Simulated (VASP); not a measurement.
Wanted: the native input for a VASP 6.6.1 run.

| Property | Result |
| --- | --- |
| Task | single point |
| Functional | PBE |
| Potentials or basis | VASP PAW PBE potentials, release 64 (Ge_d, Sb, O) |
| Cutoff | 520 eV |
| k mesh | 8 × 8 × 8 |
| Occupations | gaussian, width 0.1 eV |
| Spin | no spin polarisation |
| Dipole correction | no |
| Further INCAR settings | ALGO = Normal; EDIFF = 1e-06; NBANDS = 45 |

The structure of Ge4Sb2O lies in POSCAR:

```
Ge4Sb2O
1.0
   -3.1108016721      3.1108016721      4.1146095888
    3.1108016721     -3.1108016721      4.1146095888
    3.1108016721      3.1108016721     -4.1146095888
Ge Sb O
4 2 1
Direct
    0.2425466253      0.2425466253      0.4850932505
    0.7574533747      0.7574533747      0.5149067495
    0.2425466253      0.7574533747      0.0000000000
    0.7574533747      0.2425466253      0.0000000000
    0.7500000000      0.2500000000      0.5000000000
    0.2500000000      0.7500000000      0.5000000000
    0.0000000000      0.0000000000      0.0000000000
```

The cell was generated, and may not be a known phase.

The input as run:

INCAR

```
SYSTEM = Ge4Sb2O
ALGO = Normal
EDIFF = 1E-6
ENCUT = 520
GGA = PE
ISIF = 2
ISMEAR = 0
LASPH = .TRUE.
LCHARG = .FALSE.
LREAL = .FALSE.
LWAVE = .FALSE.
NBANDS = 45
NELM = 80
PREC = Accurate
SIGMA = 0.1
```

KPOINTS

```
k-points
0
G
  8 8 8
  0 0 0
```

Potentials or basis: VASP PAW PBE potentials, release 64 (Ge_d, Sb, O).

The run is started by

```sh
$ cat potpaw_PBE.64/Ge_d/POTCAR potpaw_PBE.64/Sb/POTCAR potpaw_PBE.64/O/POTCAR > POTCAR
$ mpirun -np 1 vasp_std > vasp.out
```

Results of the run:

* Pressure: 0.0 GPa
* Largest force: 0.020 eV/Å
* Band gap on the k mesh: zero (bands 36 and 37 overlap by 0.94 eV)

Caveat: spin-orbit coupling is left out, which moves the levels of the heavy elements.

Wall time 8.8 min on 1 thread of AMD EPYC 7R43 64-Core Processor (Zen 3), with other jobs on the host, peak memory 0.51 GiB.
